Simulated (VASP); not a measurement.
# La (P6_3/mmc) in VASP: single point with PBE

Aim: the single point of La with PBE.

Everything below comes from runs of VASP 6.6.1. Logs are shortened: lines on timing, memory, paths and dates and some standing lists are left out, and cuts for length are marked.

### 1 The cell of the first run

It takes space group P6_3/mmc (No. 194, hexagonal). The conventional cell has a = 3.751 Å, b = 3.751 Å, c = 6.127 Å, α = 90.00°, β = 90.00°, γ = 120.00°. La (site symmetry -6m2) has 12 La at 3.75 Å within 4.9 Å.

### 2 Single point, PBE

INCAR

```
SYSTEM = La
  PREC = Accurate
  ENCUT = 520
  EDIFF = 1E-6
  ISMEAR = 0
  SIGMA = 0.05
  LREAL = .False.
  LASPH = .True.
  NELM = 80
  ALGO = Normal
  ISIF = 2
  LWAVE = .False.
  LCHARG = .False.
  GGA = PE
  NBANDS = 18
```

KPOINTS

```
regular mesh
0
Gamma
  6 6 4
  0 0 0
```

POSCAR

```
La
1.0
    3.7509925602      0.0000000000      0.0000000000
   -1.8754962801      3.2484548466      0.0000000000
    0.0000000000      0.0000000000      6.1266211817
La
2
Direct
    0.3333333333      0.6666666667      0.7500000000
    0.6666666667      0.3333333333      0.2500000000
```

Potentials or basis: VASP PAW PBE potentials, release 64 (La).

Command:

```bash
$ cat potpaw_PBE.64/La/POTCAR > POTCAR
$ mpirun -np 1 vasp_std > vasp.out
```

OUTCAR:

```text
SYSTEM = La
   PREC = Accurate
   ENCUT = 520
   EDIFF = 1E-6
   ISMEAR = 0
   LREAL = .False.
   LASPH = .True.
   NELM = 80
   ISIF = 2
   GGA = PE

 ion  position               nearest neighbor table
   1  0.333  0.667  0.750-
   2  0.667  0.333  0.250-

  LATTYP: Found a hexagonal cell.
 ALAT       =     3.7509925602
 C/A-ratio  =     1.6333333333

  Lattice vectors:

 A1 = (   3.7509925602,   0.0000000000,   0.0000000000)
 A2 = (  -1.8754962801,   3.2484548466,   0.0000000000)
 A3 = (   0.0000000000,   0.0000000000,   6.1266211817)

Analysis of symmetry for initial positions (statically):
=====================================================================
 Subroutine PRICEL returns:
 Original cell was already a primitive cell.

 Routine SETGRP: Setting up the symmetry group for a
 hexagonal supercell.

 Subroutine GETGRP returns: Found 24 space group operations
 (whereof 12 operations were pure point group operations)
 out of a pool of 24 trial point group operations.

The static configuration has the point symmetry D_3d.
 The point group associated with its full space group is D_6h.

Analysis of symmetry for dynamics (positions and initial velocities):
=====================================================================
 Subroutine PRICEL returns:
 Original cell was already a primitive cell.

 Routine SETGRP: Setting up the symmetry group for a
 hexagonal supercell.

 Subroutine GETGRP returns: Found 24 space group operations
 (whereof 12 operations were pure point group operations)
 out of a pool of 24 trial point group operations.

The dynamic configuration has the point symmetry D_3d.
 The point group associated with its full space group is D_6h.

 Subroutine INISYM returns: Found 24 space group operations
 (whereof 12 operations are pure point group operations),
 and found     1 'primitive' translations

----------------------------------------------------------------------------------------

                                     Primitive cell

  volume of cell :      74.6525

  direct lattice vectors                    reciprocal lattice vectors
     3.750992560  0.000000000  0.000000000     0.266596103  0.153919332  0.000000000
    -1.875496280  3.248454847  0.000000000     0.000000000  0.307838664  0.000000000
     0.000000000  0.000000000  6.126621182     0.000000000  0.000000000  0.163222104

  length of vectors
     3.750992560  3.750992560  6.126621182     0.307838664  0.307838664  0.163222104

  position of ions in fractional coordinates (direct lattice)
     0.333333333  0.666666667  0.750000000
     0.666666667  0.333333333  0.250000000

  ion indices of the primitive-cell ions
   primitive index   ion index
                 1           1
                 2           2

----------------------------------------------------------------------------------------

 KPOINTS: regular mesh

Automatic generation of k-mesh.
 Grid dimensions read from file:
 generate k-points for:    6    6    4

 Generating k-lattice:

  Cartesian coordinates                     Fractional coordinates (reciprocal lattice)
     0.044432684  0.025653222  0.000000000     0.166666667  0.000000000  0.000000000
     0.000000000  0.051306444  0.000000000     0.000000000  0.166666667  0.000000000
     0.000000000  0.000000000  0.040805526     0.000000000  0.000000000  0.250000000

  Length of vectors
     0.051306444  0.051306444  0.040805526

  Shift w.r.t. Gamma in fractional coordinates (k-lattice)
     0.000000000  0.000000000  0.000000000

 Subroutine IBZKPT returns following result:
 ===========================================

 Found     21 irreducible k-points:

 Following reciprocal coordinates:
            Coordinates               Weight
  0.000000  0.000000  0.000000      1.000000
  0.166667  0.000000  0.000000      6.000000
  0.333333  0.000000  0.000000      6.000000
  0.500000  0.000000  0.000000      3.000000
  0.166667  0.166667  0.000000      6.000000
  0.333333  0.166667  0.000000     12.000000
[... 13 lines left out ...]
  0.333333  0.166667  0.500000     12.000000
  0.333333  0.333333  0.500000      2.000000
   k-points           NKPTS =     21   k-points in BZ     NKDIM =     21   number of bands    NBANDS=     18
   number of dos      NEDOS =    301   number of ions     NIONS =      2
   total plane-waves  NPLWV =  37632
   dimension x,y,z NGX =    28 NGY =   28 NGZ =   48
   dimension x,y,z NGXF=    56 NGYF=   56 NGZF=   96
   ions per type =               2
   NGX,Y,Z   is equivalent  to a cutoff of  12.41, 12.41, 13.02 a.u.
   NGXF,Y,Z  is equivalent  to a cutoff of  24.82, 24.82, 26.05 a.u.
 SYSTEM =  La
   PREC   = accura    normal or accurate (medium, high low for compatibility)
   ISTART =      0    job   : 0-new  1-cont  2-samecut
   ICHARG =      2    charge: 1-file 2-atom 10-const
   ISPIN  =      1    spin polarized calculation?
   LNONCOLLINEAR =      F non collinear calculations
   LSORBIT =      F    spin-orbit coupling
   LASPH  =      T    aspherical Exc in radial PAW
   ENCUT  =  520.0 eV  38.22 Ry    6.18 a.u.   6.97  6.97 11.39*2*pi/ulx,y,z
   NELM   =     80;   NELMIN=  2; NELMDL= -5     # of ELM steps
   EDIFF  = 0.1E-05   stopping-criterion for ELM
   LREAL  =      F    real-space projection
   EDIFFG = 0.1E-04   stopping-criterion for IOM
   NSW    =      0    number of steps for IOM
   IBRION =     -1    ionic relax: 0-MD 1-quasi-New 2-CG
   NFREE  =      0    steps in history (QN), initial steepest desc. (CG)
   ISIF   =      2    stress and relaxation
   ISYM   =      2    0-nonsym 1-usesym 2-fastsym
   POTIM  = 0.5000    time-step for ionic-motion
   TEBEG  =    0.0;   TEEND  =   0.0 temperature during run
   PSTRESS=    0.0 pullay stress
   NELECT =      22.0000    total number of electrons
   NUPDOWN=      -1.0000    fix difference up-down
   EMIN   =  10.00;   EMAX   =-10.00  energy-range for DOS
   EFERMI =   0.00;   METHOD = LEGACY
   ISMEAR =     0;   SIGMA  =   0.05  broadening in eV -4-tet -1-fermi 0-gaus
   EFERMI_NEDOS =   21; number of points for ismear=-14 and -15
   IALGO  =     38    algorithm
   IMIX   =      4    mixing-type and parameters
     AMIX     =   0.40;   BMIX     =  1.00
     AMIX_MAG =   1.60;   BMIX_MAG =  1.00
  volume/ion in A,a.u.               =      37.33       251.89
  Fermi-wavevector in a.u.,A,eV,Ry     =   1.089434  2.058732 16.148307  1.186867
  Thomas-Fermi vector in A             =   2.225637
   LORBIT       =      0    0 simple, 1 ext, 2 COOP (PROOUT), +10 PAW based schemes
   GGA     = PE    functional components
   LHFCALC =     F    Hartree Fock is set to
   AEXX    =    0.0000 exact exchange contribution
   IVDW    =     0    specifies the selected vdW correction
   LEPSILON=     F    determine dielectric tensor
   LRPA    =     F    only Hartree local field effects (RPA)
 non-spin polarized calculation
 Gauss-broadening in eV      SIGMA  =   0.05
  energy-cutoff  :      520.00
  volume of cell :       74.65
 maximum number of plane-waves:      2022
 NGX is ok and might be reduce to    28
   NGX = 13   NGY = 13   NGZ = 23

 number of electron      21.9999998 magnetization

 Free energy of the ion-electron system (eV)
  ---------------------------------------------------
  ext. energy  EPLUGINS =         0.00000000
  ---------------------------------------------------
  free energy    TOTEN  =        -9.70493610 eV

  energy without entropy =       -9.69950457  energy(sigma->0) =       -9.70222034

 E-fermi :   7.7661     XC(G=0):  -9.5415

 val. band max:        7.7571025998   @ k =   0.3333   0.1667   0.5000
 cond. band min:       7.8244813917   @ k =   0.1667   0.0000   0.5000
 fundamental gap:      0.0673787919
 Fermi energy:         7.7660732346

 k-point     1 :       0.0000    0.0000    0.0000
  band No.  band energies     occupation
      1     -25.0613      2.00000
      2     -24.8698      2.00000
      3      -9.4190      2.00000
      4      -8.2447      2.00000
      5      -8.2447      2.00000
      6      -8.0712      2.00000
[... 10 lines left out ...]
     17       9.5208      0.00000
     18       9.6082      0.00000

 k-point     2 :       0.1667    0.0000    0.0000
  band No.  band energies     occupation
      1     -25.0190      2.00000
      2     -24.8494      2.00000
      3      -9.3076      2.00000
      4      -8.5268      2.00000
      5      -8.3549      2.00000
      6      -8.3295      2.00000
[... 10 lines left out ...]
     17       9.4958      0.00000
     18       9.5715      0.00000

 k-point     3 :       0.3333    0.0000    0.0000
  band No.  band energies     occupation
      1     -24.9262      2.00000
      2     -24.8148      2.00000
      3      -9.0618      2.00000
      4      -9.0315      2.00000
      5      -8.8604      2.00000
      6      -8.4830      2.00000
[... 10 lines left out ...]
     17       9.6331      0.00000
     18       9.6567      0.00000

 k-point     4 :       0.5000    0.0000    0.0000
  band No.  band energies     occupation
      1     -24.8695      2.00000
      2     -24.8068      2.00000
      3      -9.3144      2.00000
      4      -9.0912      2.00000
      5      -8.8213      2.00000
      6      -8.5546      2.00000
[... 10 lines left out ...]
     17       9.6577      0.00000
     18       9.7047      0.00000

 k-point     5 :       0.1667    0.1667    0.0000
  band No.  band energies     occupation
      1     -24.9511      2.00000
      2     -24.8221      2.00000
      3      -9.1115      2.00000
      4      -8.8152      2.00000
      5      -8.8013      2.00000
      6      -8.4326      2.00000
[... 10 lines left out ...]
     17       9.6478      0.00000
     18       9.7235      0.00000

 k-point     6 :       0.3333    0.1667    0.0000
  band No.  band energies     occupation
      1     -24.8702      2.00000
      2     -24.8062      2.00000
      3      -9.1805      2.00000
      4      -8.9966      2.00000
      5      -8.8280      2.00000
      6      -8.6676      2.00000
[... 10 lines left out ...]
     17       9.6658      0.00000
     18       9.7365      0.00000

 k-point     7 :       0.3333    0.3333    0.0000
  band No.  band energies     occupation
      1     -24.8220      2.00000
      2     -24.8220      2.00000
      3      -9.0979      2.00000
      4      -8.9082      2.00000
      5      -8.9082      2.00000
      6      -8.6829      2.00000
[... 10 lines left out ...]
     17       9.5397      0.00000
     18       9.5811      0.00000

 k-point     8 :       0.0000    0.0000    0.2500
  band No.  band energies     occupation
      1     -25.0340      2.00000
      2     -24.8986      2.00000
      3      -9.2395      2.00000
      4      -8.2820      2.00000
      5      -8.2197      2.00000
      6      -8.2197      2.00000
[... 10 lines left out ...]
     17       9.3938      0.00000
     18       9.5454      0.00000
[... 166 lines left out ...]
     17       9.5784      0.00000
     18       9.6128      0.00000

 k-point    17 :       0.3333    0.0000    0.5000
  band No.  band energies     occupation
      1     -24.8709      2.00000
      2     -24.8709      2.00000
      3      -9.1589      2.00000
      4      -9.1589      2.00000
      5      -8.4308      2.00000
      6      -8.4308      2.00000
[... 10 lines left out ...]
     17       9.5649      0.00000
     18       9.5708      0.00000

 k-point    18 :       0.5000    0.0000    0.5000
  band No.  band energies     occupation
      1     -24.8381      2.00000
      2     -24.8381      2.00000
      3      -9.3673      2.00000
      4      -9.3673      2.00000
      5      -8.4139      2.00000
      6      -8.4139      2.00000
[... 10 lines left out ...]
     17       9.6697      0.00000
     18       9.6707      0.00000

 k-point    19 :       0.1667    0.1667    0.5000
  band No.  band energies     occupation
      1     -24.8872      2.00000
      2     -24.8872      2.00000
      3      -9.0222      2.00000
      4      -9.0222      2.00000
      5      -8.4702      2.00000
      6      -8.4702      2.00000
[... 10 lines left out ...]
     17       9.6834      0.00000
     18       9.6999      0.00000

 k-point    20 :       0.3333    0.1667    0.5000
  band No.  band energies     occupation
      1     -24.8382      2.00000
      2     -24.8382      2.00000
      3      -9.2518      2.00000
      4      -9.2518      2.00000
      5      -8.6294      2.00000
      6      -8.6294      2.00000
[... 10 lines left out ...]
     17       9.6842      0.00000
     18       9.6909      0.00000

 k-point    21 :       0.3333    0.3333    0.5000
  band No.  band energies     occupation
      1     -24.8218      2.00000
      2     -24.8218      2.00000
      3      -9.1568      2.00000
      4      -9.1568      2.00000
      5      -8.8972      2.00000
      6      -8.8972      2.00000
[... 10 lines left out ...]
     17       9.5027      0.00000
     18       9.5027      0.00000

------------------------ aborting loop because EDIFF is reached ----------------------------------------

  FORCE on cell =-STRESS in cart. coord.  units (eV):
  Direction    XX          YY          ZZ          XY          YZ          ZX
  --------------------------------------------------------------------------------------
  -------------------------------------------------------------------------------------
  Total        0.1475540      0.1475540      0.1695173      0.0000000      0.0000000     -0.0000000
  in kB        3.1667780      3.1667780      3.6381494      0.0000000      0.0000000     -0.0000000
  external PRESSURE =       3.3239018 kB  Pullay stress =       0.0000000 kB

 VOLUME and BASIS-vectors are now :
 -----------------------------------------------------------------------------
  energy-cutoff  :      520.00
  volume of cell :       74.65
      direct lattice vectors                 reciprocal lattice vectors
     3.750992560  0.000000000  0.000000000     0.266596103  0.153919332  0.000000000
    -1.875496280  3.248454847  0.000000000     0.000000000  0.307838664  0.000000000
     0.000000000  0.000000000  6.126621182     0.000000000  0.000000000  0.163222104

 POSITION                                       TOTAL-FORCE (eV/Angst)
 -----------------------------------------------------------------------------------
     -0.00000      2.16564      4.59497        -0.000000      0.000000      0.000000
      1.87550      1.08282      1.53166         0.000000     -0.000000      0.000000
 -----------------------------------------------------------------------------------
    total drift:                               -0.000000      0.000000     -0.000000

  FREE ENERGIE OF THE ION-ELECTRON SYSTEM (eV)
  ---------------------------------------------------
  free  energy   TOTEN  =        -9.7049360996 eV

  energy  without entropy=       -9.6995045722  energy(sigma->0) =       -9.70222034
```

Wall time 86 s (1 thread of Intel Xeon 8259CL, shared host); peak memory 0.2 GiB.

What came out:

```
Free energy            : -9.7049 eV
Pressure               : 0.3 GPa
Band gap on the k mesh : zero (bands 11 and 12 overlap by 1.47 eV)
```

Caveat: spin-orbit coupling is left out, which moves the levels of the heavy elements.

The gap in the log of VASP goes by the Fermi energy; the results here count the filled bands.